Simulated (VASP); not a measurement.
Wanted: the native input for a VASP 6.6.1 run.

- Task: single point
- Functional: r2SCAN
- Potentials or basis: VASP PAW PBE potentials, release 64 (Sn_d, O)
- Cutoff: 520 eV
- k mesh: 8 × 6 × 6
- Occupations: gaussian, width 0.05 eV
- Spin: no spin polarisation
- Dipole correction: no
- Further INCAR settings: ALGO = Normal; EDIFF = 1e-06; NBANDS = 28

The system is SnO.

```
CELL_PARAMETERS angstrom
3.31753 0.02956 -0.03082
0.04998 5.56995 0.01166
-0.03878 0.00868 4.22098
ATOMIC_POSITIONS crystal
Sn 0.98596 0.22885 0.50124
Sn 0.50884 0.76393 0.02082
O 0.00357 0.88889 0.73994
O 0.50163 0.11832 0.23800
```

This cell differs from its parent crystal: atoms moved at random and the cell strained at random.

These files were run (other wordings do the same):

POSCAR

```
SnO
1.0
    3.3175261209      0.0295550462     -0.0308152553
    0.0499845473      5.5699508577      0.0116625293
   -0.0387782085      0.0086778192      4.2209797738
Sn O
2 2
Direct
   -0.0140406196      0.2288523629      0.5012355461
    0.5088411925      0.7639291248      0.0208237563
    0.0035732841      0.8888942803      0.7399380304
    0.5016261430      0.1183242320      0.2380046671
```

INCAR.step1

```
PREC = Accurate
ENCUT = 520
ISMEAR = 0
SIGMA = 0.05
LREAL = F
LASPH = T
NELM = 100
NBANDS = 28
GGA = PE
ALGO = Normal
EDIFF = 1E-4
LWAVE = T
LCHARG = F
```

INCAR.step2

```
PREC = Accurate
ENCUT = 520
EDIFF = 1E-6
ISMEAR = 0
SIGMA = 0.05
LREAL = F
LASPH = T
NELM = 100
ALGO = Normal
ISIF = 2
LWAVE = F
LCHARG = F
METAGGA = R2SCAN
LMIXTAU = T
NBANDS = 28
ISTART = 1
```

KPOINTS

```
regular mesh
0
Gamma
  8 6 6
```

Potentials or basis: VASP PAW PBE potentials, release 64 (Sn_d, O).

The run is started by

```bash
$ cat potpaw_PBE.64/Sn_d/POTCAR potpaw_PBE.64/O/POTCAR > POTCAR
$ cp INCAR.step1 INCAR
$ mpirun -np 1 vasp_std > vasp.out
$ cp INCAR.step2 INCAR
$ mpirun -np 1 vasp_std > vasp.out
```

Results of the run:

```
Pressure               : 0.3 GPa
Largest force          : 1.261 eV/Å
Band gap on the k mesh : 1.64 eV (least direct gap 2.14 eV)
```

Caveat: the cell differs from its parent crystal (atoms moved at random and the cell strained at random); the PAW data sets were made with another functional, which shifts forces and pressure a little; spin-orbit coupling is left out, which moves the levels of the heavy elements.

Wall time 7.2 min on 1 thread of Intel(R) Xeon(R) 6975P-C (Granite Rapids), with other jobs on the host, peak memory 0.38 GiB.
